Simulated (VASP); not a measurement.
# TlNiF4 (P4/mmm) in VASP: a series of runs

The runs below take TlNiF4 through single point, with PBE.

Everything below comes from runs of VASP 6.6.1. Logs are shortened: lines on timing, memory, paths and dates and some standing lists are left out, and cuts for length are marked.

**1. The cell of the first run**

It takes space group P4/mmm (No. 123, tetragonal). The conventional cell has a = 3.590 Å, b = 3.590 Å, c = 6.310 Å, α = 90.00°, β = 90.00°, γ = 90.00°. Within 3.8 Å of Tl (site symmetry 4/mmm) lie 16 F at 2.91 to 3.63 Å and 4 Tl at 3.59 Å. Ni (site symmetry 4/mmm) has 6 F at 1.73 to 1.80 Å within 2.3 Å. Within 2.6 Å of F (site symmetry mmm) lie 2 Ni at 1.80 Å and 8 F at 2.49 to 2.54 Å. Within 2.3 Å of F (site symmetry 4mm) lie 1 Ni at 1.73 Å.

**2. Single point, PBE**

File INCAR:

```
PREC = Accurate ; ENCUT = 700
EDIFF = 1E-6 ; ISMEAR = -1
SIGMA = 0.1 ; LREAL = F
LASPH = T ; NELM = 120
ALGO = Normal ; ISIF = 2
LWAVE = F ; LCHARG = T
GGA = PE ; LELF = T
LVHAR = T ; NBANDS = 38
GGA_COMPAT = F
```

File KPOINTS:

```
regular mesh
0
Gamma
  5 5 3
```

File POSCAR:

```
TlNiF4
1.0
    3.5903086600      0.0000000000      0.0000000000
    0.0000000000      3.5903086600      0.0000000000
    0.0000000000      0.0000000000      6.3101947800
Tl Ni F
1 1 4
Direct
    0.5000000000      0.5000000000      0.5000000000
    0.0000000000      0.0000000000      0.0000000000
    0.5000000000      0.0000000000      0.0000000000
    0.0000000000      0.5000000000      0.0000000000
    0.0000000000      0.0000000000      0.2737000000
    0.0000000000      0.0000000000      0.7263000000
```

Potentials or basis: VASP PAW PBE potentials, release 64 (Tl_d, Ni_sv_GW, F).

Started as:

```sh
> cat potpaw_PBE.64/Tl_d/POTCAR potpaw_PBE.64/Ni_sv_GW/POTCAR potpaw_PBE.64/F/POTCAR > POTCAR
> mpirun -np 1 vasp_std > vasp.out
```

OUTCAR:

```text
PREC = Accurate
   ENCUT = 700
   EDIFF = 1E-6
   ISMEAR = -1
   LREAL = F
   LASPH = T
   NELM = 120
   ISIF = 2
   GGA = PE

 ion  position               nearest neighbor table
   1  0.500  0.500  0.500-   5 2.91   6 2.91   5 2.91   6 2.91   5 2.91   6 2.91   5 2.91   6 2.91

   2  0.000  0.000  0.000-   5 1.73   6 1.73   3 1.80   4 1.80   4 1.80   3 1.80
   3  0.500  0.000  0.000-   2 1.80   2 1.80
   4  0.000  0.500  0.000-   2 1.80   2 1.80
   5  0.000  0.000  0.274-   2 1.73   1 2.91   1 2.91   1 2.91   1 2.91
   6  0.000  0.000  0.726-   2 1.73   1 2.91   1 2.91   1 2.91   1 2.91

  LATTYP: Found a simple tetragonal cell.
 ALAT       =     3.5903086600
 C/A-ratio  =     1.7575633121

  Lattice vectors:

 A1 = (   3.5903086600,   0.0000000000,   0.0000000000)
 A2 = (   0.0000000000,   3.5903086600,   0.0000000000)
 A3 = (   0.0000000000,   0.0000000000,   6.3101947800)

Analysis of symmetry for initial positions (statically):
=====================================================================
 Subroutine PRICEL returns:
 Original cell was already a primitive cell.

 Routine SETGRP: Setting up the symmetry group for a
 simple tetragonal supercell.

 Subroutine GETGRP returns: Found 16 space group operations
 (whereof 16 operations were pure point group operations)
 out of a pool of 16 trial point group operations.

The static configuration has the point symmetry D_4h.

Analysis of symmetry for dynamics (positions and initial velocities):
=====================================================================
 Subroutine PRICEL returns:
 Original cell was already a primitive cell.

 Routine SETGRP: Setting up the symmetry group for a
 simple tetragonal supercell.

 Subroutine GETGRP returns: Found 16 space group operations
 (whereof 16 operations were pure point group operations)
 out of a pool of 16 trial point group operations.

The dynamic configuration has the point symmetry D_4h.

 Subroutine INISYM returns: Found 16 space group operations
 (whereof 16 operations are pure point group operations),
 and found     1 'primitive' translations

----------------------------------------------------------------------------------------

                                     Primitive cell

  volume of cell :      81.3404

  direct lattice vectors                    reciprocal lattice vectors
     3.590308660  0.000000000  0.000000000     0.278527585  0.000000000  0.000000000
     0.000000000  3.590308660  0.000000000     0.000000000  0.278527585  0.000000000
     0.000000000  0.000000000  6.310194780     0.000000000  0.000000000  0.158473714

  length of vectors
     3.590308660  3.590308660  6.310194780     0.278527585  0.278527585  0.158473714

  position of ions in fractional coordinates (direct lattice)
     0.500000000  0.500000000  0.500000000
     0.000000000  0.000000000  0.000000000
     0.500000000  0.000000000  0.000000000
     0.000000000  0.500000000  0.000000000
     0.000000000  0.000000000  0.273700000
     0.000000000  0.000000000  0.726300000

  ion indices of the primitive-cell ions
   primitive index   ion index
                 1           1
                 2           2
                 3           3
                 4           4
                 5           5
                 6           6

----------------------------------------------------------------------------------------

 KPOINTS: regular mesh

Automatic generation of k-mesh.
 Grid dimensions read from file:
 generate k-points for:    5    5    3

 Generating k-lattice:

  Cartesian coordinates                     Fractional coordinates (reciprocal lattice)
     0.055705517  0.000000000  0.000000000     0.200000000  0.000000000  0.000000000
     0.000000000  0.055705517  0.000000000     0.000000000  0.200000000  0.000000000
     0.000000000  0.000000000  0.052824571     0.000000000  0.000000000  0.333333333

  Length of vectors
     0.055705517  0.055705517  0.052824571

  Shift w.r.t. Gamma in fractional coordinates (k-lattice)
     0.000000000  0.000000000  0.000000000

 Subroutine IBZKPT returns following result:
 ===========================================

 Found     12 irreducible k-points:

 Following reciprocal coordinates:
            Coordinates               Weight
  0.000000  0.000000  0.000000      1.000000
  0.200000  0.000000  0.000000      4.000000
  0.400000  0.000000  0.000000      4.000000
  0.200000  0.200000  0.000000      4.000000
  0.400000  0.200000  0.000000      8.000000
  0.400000  0.400000  0.000000      4.000000
  0.000000  0.000000  0.333333      2.000000
  0.200000  0.000000  0.333333      8.000000
  0.400000  0.000000  0.333333      8.000000
  0.200000  0.200000  0.333333      8.000000
  0.400000  0.200000  0.333333     16.000000
  0.400000  0.400000  0.333333      8.000000
   k-points           NKPTS =     12   k-points in BZ     NKDIM =     12   number of bands    NBANDS=     38
   number of dos      NEDOS =    301   number of ions     NIONS =      6
   total plane-waves  NPLWV =  55296
   dimension x,y,z NGX =    32 NGY =   32 NGZ =   54
   dimension x,y,z NGXF=    64 NGYF=   64 NGZF=  108
   ions per type =               1   1   4
   NGX,Y,Z   is equivalent  to a cutoff of  14.82, 14.82, 14.23 a.u.
   NGXF,Y,Z  is equivalent  to a cutoff of  29.63, 29.63, 28.45 a.u.
 SYSTEM =  unknown system
   PREC   = accura    normal or accurate (medium, high low for compatibility)
   ISTART =      0    job   : 0-new  1-cont  2-samecut
   ICHARG =      2    charge: 1-file 2-atom 10-const
   ISPIN  =      1    spin polarized calculation?
   LNONCOLLINEAR =      F non collinear calculations
   LSORBIT =      F    spin-orbit coupling
   LASPH  =      T    aspherical Exc in radial PAW
   ENCUT  =  700.0 eV  51.45 Ry    7.17 a.u.   7.75  7.75 13.61*2*pi/ulx,y,z
   NELM   =    120;   NELMIN=  2; NELMDL= -5     # of ELM steps
   EDIFF  = 0.1E-05   stopping-criterion for ELM
   LREAL  =      F    real-space projection
   EDIFFG = 0.1E-04   stopping-criterion for IOM
   NSW    =      0    number of steps for IOM
   IBRION =     -1    ionic relax: 0-MD 1-quasi-New 2-CG
   NFREE  =      0    steps in history (QN), initial steepest desc. (CG)
   ISIF   =      2    stress and relaxation
   ISYM   =      2    0-nonsym 1-usesym 2-fastsym
   POTIM  = 0.5000    time-step for ionic-motion
   TEBEG  =    0.0;   TEEND  =   0.0 temperature during run
   PSTRESS=    0.0 pullay stress
   NELECT =      59.0000    total number of electrons
   NUPDOWN=      -1.0000    fix difference up-down
   EMIN   =  10.00;   EMAX   =-10.00  energy-range for DOS
   EFERMI =   0.00;   METHOD = LEGACY
   ISMEAR =    -1;   SIGMA  =   0.10  broadening in eV -4-tet -1-fermi 0-gaus
   EFERMI_NEDOS =   21; number of points for ismear=-14 and -15
   IALGO  =     38    algorithm
   IMIX   =      4    mixing-type and parameters
     AMIX     =   0.40;   BMIX     =  1.00
     AMIX_MAG =   1.60;   BMIX_MAG =  1.00
  volume/ion in A,a.u.               =      13.56        91.49
  Fermi-wavevector in a.u.,A,eV,Ry     =   1.470923  2.779642 29.437778  2.163616
  Thomas-Fermi vector in A             =   2.586121
   LORBIT       =      0    0 simple, 1 ext, 2 COOP (PROOUT), +10 PAW based schemes
   GGA     = PE    functional components
   LHFCALC =     F    Hartree Fock is set to
   AEXX    =    0.0000 exact exchange contribution
   IVDW    =     0    specifies the selected vdW correction
   LEPSILON=     F    determine dielectric tensor
   LRPA    =     F    only Hartree local field effects (RPA)
 non-spin polarized calculation
  energy-cutoff  :      700.00
  volume of cell :       81.34
 maximum number of plane-waves:      3433
 NGX is ok and might be reduce to    32
   NGX = 15   NGY = 15   NGZ = 27

 number of electron      58.9999991 magnetization

 Free energy of the ion-electron system (eV)
  ---------------------------------------------------
  ext. energy  EPLUGINS =         0.00000000
  ---------------------------------------------------
  free energy    TOTEN  =       -25.42873121 eV

  energy without entropy =      -25.38384366  energy(sigma->0) =      -25.40628743

 E-fermi :   2.8634     XC(G=0): -10.1102

 val. band max:        2.8382928285   @ k =   0.2000   0.2000   0.3333
 cond. band min:       3.0467204776   @ k =   0.4000   0.2000   0.0000
 fundamental gap:      0.2084276491
 Fermi energy:         2.8634093810

 k-point     1 :       0.0000    0.0000    0.0000
  band No.  band energies     occupation
      1    -101.6526      2.00000
      2     -62.3419      2.00000
      3     -61.8867      2.00000
      4     -61.8867      2.00000
      5     -21.4353      2.00000
      6     -20.3408      2.00000
[... 30 lines left out ...]
     37      15.2055      0.00000
     38      16.7745      0.00000

 k-point     2 :       0.2000    0.0000    0.0000
  band No.  band energies     occupation
      1    -101.6527      2.00000
      2     -62.3418      2.00000
      3     -61.8877      2.00000
      4     -61.8868      2.00000
      5     -21.3067      2.00000
      6     -20.3753      2.00000
[... 30 lines left out ...]
     37      15.9914      0.00000
     38      16.4010      0.00000

 k-point     3 :       0.4000    0.0000    0.0000
  band No.  band energies     occupation
      1    -101.6526      2.00000
      2     -62.3417      2.00000
      3     -61.8892      2.00000
      4     -61.8867      2.00000
      5     -21.0441      2.00000
      6     -20.4856      2.00000
[... 30 lines left out ...]
     37      15.3921      0.00000
[... 289 lines left out ...]
 k-point    11 :       0.4000    0.2000    0.3333
  band No.  band energies     occupation
      1    -101.6526      2.00000
      2     -62.3417      2.00000
      3     -61.8892      2.00000
      4     -61.8876      2.00000
      5     -20.9073      2.00000
      6     -20.4779      2.00000
[... 30 lines left out ...]
     37      16.3227      0.00000
     38      16.5146      0.00000

 k-point    12 :       0.4000    0.4000    0.3333
  band No.  band energies     occupation
      1    -101.6525      2.00000
      2     -62.3416      2.00000
      3     -61.8891      2.00000
      4     -61.8890      2.00000
      5     -20.6461      2.00000
      6     -20.4788      2.00000
[... 30 lines left out ...]
     37      14.8842      0.00000
     38      15.2747      0.00000

------------------------ aborting loop because EDIFF is reached ----------------------------------------

  FORCE on cell =-STRESS in cart. coord.  units (eV):
  Direction    XX          YY          ZZ          XY          YZ          ZX
  --------------------------------------------------------------------------------------
  -------------------------------------------------------------------------------------
  Total        8.2344367      8.2344367      8.6083565      0.0000000      0.0000000      0.0000000
  in kB      162.1952529    162.1952529    169.5604210      0.0000000      0.0000000      0.0000000
  external PRESSURE =     164.6503089 kB  Pullay stress =       0.0000000 kB

 VOLUME and BASIS-vectors are now :
 -----------------------------------------------------------------------------
  energy-cutoff  :      700.00
  volume of cell :       81.34
      direct lattice vectors                 reciprocal lattice vectors
     3.590308660  0.000000000  0.000000000     0.278527585  0.000000000  0.000000000
     0.000000000  3.590308660  0.000000000     0.000000000  0.278527585  0.000000000
     0.000000000  0.000000000  6.310194780     0.000000000  0.000000000  0.158473714

 POSITION                                       TOTAL-FORCE (eV/Angst)
 -----------------------------------------------------------------------------------
      1.79515      1.79515      3.15510         0.000000     -0.000000      0.000000
      0.00000      0.00000      0.00000         0.000000     -0.000000      0.000000
      1.79515      0.00000      0.00000         0.000000     -0.000000      0.000000
      0.00000      1.79515      0.00000         0.000000     -0.000000      0.000000
      0.00000      0.00000      1.72710        -0.000000      0.000000      2.510094
      0.00000      0.00000      4.58309         0.000000      0.000000     -2.510094
 -----------------------------------------------------------------------------------
    total drift:                                0.000000      0.000000      0.000000

  FREE ENERGIE OF THE ION-ELECTRON SYSTEM (eV)
  ---------------------------------------------------
  free  energy   TOTEN  =       -25.4287312053 eV

  energy  without entropy=      -25.3838436577  energy(sigma->0) =      -25.40628743
```

It took 38 s on 1 thread of Intel Xeon 6975P-C (Granite Rapids), shared host; peak memory 0.26 GiB.

What came out:

| Item | Value |
| --- | --- |
| Free energy | -25.4287 eV |
| Pressure | 16.5 GPa |
| Largest force | 2.510 eV/Å |
| Band gap on the k mesh | zero (an odd number of electrons rules out a gap without spin polarisation) |

Forces in eV/Å, atoms in the order of the input:
```
Tl   0.000  0.000  0.000
Ni   0.000  0.000  0.000
F    0.000  0.000  0.000
F    0.000  0.000  0.000
F    0.000  0.000  2.510
F    0.000  0.000 -2.510
```

Levels at points of the mesh, in eV from the Fermi level:
```
           k point  band 27  band 28  band 29  band 30  band 31  band 32  band 33  band 34
(0.00, 0.00, 0.00)    -2.39    -1.47    -1.47    -1.46    -0.10     3.86     8.09     8.33
```

Caveat: the cell stands under pressure; spin-orbit coupling is left out, which moves the levels of the heavy elements; an odd number of electrons without spin polarisation forces a metal; a magnetic or distorted state may lie lower; the run has no spin polarisation, though such a crystal can be magnetic; semilocal functionals often make such compounds metallic where correlation or magnetic order opens a gap, which also shifts bond lengths. Spin polarisation is off, so any magnetic state and its effect on volume and gap are missing.

**3. Single point, PBE**

File INCAR:

```
SYSTEM = TlNiF4
PREC     = Accurate       ! precision mode
ENCUT    = 700            ! plane-wave cutoff, eV
EDIFF    = 1E-6           ! SCF threshold, eV
ISMEAR   = -1             ! smearing method
SIGMA    = 0.1            ! smearing width, eV
LREAL    = .False.        ! projectors in reciprocal space
LASPH    = .True.         ! aspherical terms in the spheres
NELM     = 120            ! most SCF steps
ALGO     = Normal         ! electronic algorithm
ISIF     = 2              ! what is computed and relaxed
LWAVE    = .False.        ! write WAVECAR
LCHARG   = .True.         ! write CHGCAR
GGA      = PE             ! functional
LELF     = .True.         ! ELF
LVHAR    = .True.       
NBANDS   = 38             ! bands
GGA_COMPAT= .False.
```

File KPOINTS:

```
regular mesh
0
Gamma
  5 5 3
  0 0 0
```

POSCAR is that of step 2.

Potentials or basis: VASP PAW PBE potentials, release 64 (Tl_d, Ni_sv_GW, F).

Started as:

```sh
> cat potpaw_PBE.64/Tl_d/POTCAR potpaw_PBE.64/Ni_sv_GW/POTCAR potpaw_PBE.64/F/POTCAR > POTCAR
> mpirun -np 1 vasp_std > vasp.out
```

Wall time 73 s (1 thread of Intel Xeon Platinum 8259CL at 2.50GHz (Skylake/Cascade Lake), shared host); peak memory 0.26 GiB.

The run converged. Its results:

| Quantity | Value |
| --- | --- |
| Free energy | -25.4287 eV |
| Pressure | 16.5 GPa |
| Largest force | 2.510 eV/Å |
| Band gap on the k mesh | zero (an odd number of electrons rules out a gap without spin polarisation) |

Forces in eV/Å, atoms in the order of the input:
```
Tl   0.000  0.000  0.000
Ni   0.000  0.000  0.000
F    0.000  0.000  0.000
F    0.000  0.000  0.000
F    0.000  0.000  2.510
F    0.000  0.000 -2.510
```

Stress tensor (GPa, compression positive):
```
16.22  0.00  0.00
 0.00 16.22  0.00
 0.00  0.00 16.96
```

Levels at points of the mesh, in eV from the Fermi level:
```tsv
k point	band 27	band 28	band 29	band 30	band 31	band 32	band 33	band 34
(0.00, 0.00, 0.00)	-2.39	-1.47	-1.47	-1.46	-0.10	3.86	8.09	8.33
```

Caveat: the cell stands under pressure; spin-orbit coupling is left out, which moves the levels of the heavy elements; an odd number of electrons without spin polarisation forces a metal; a magnetic or distorted state may lie lower; the run has no spin polarisation, though such a crystal can be magnetic; semilocal functionals often make such compounds metallic where correlation or magnetic order opens a gap, which also shifts bond lengths. With open d or f shells a metallic result of PBE can be an artefact of self-interaction; +U or a hybrid may open a gap.

The gap in the log of VASP goes by the Fermi energy; the results here count the filled bands.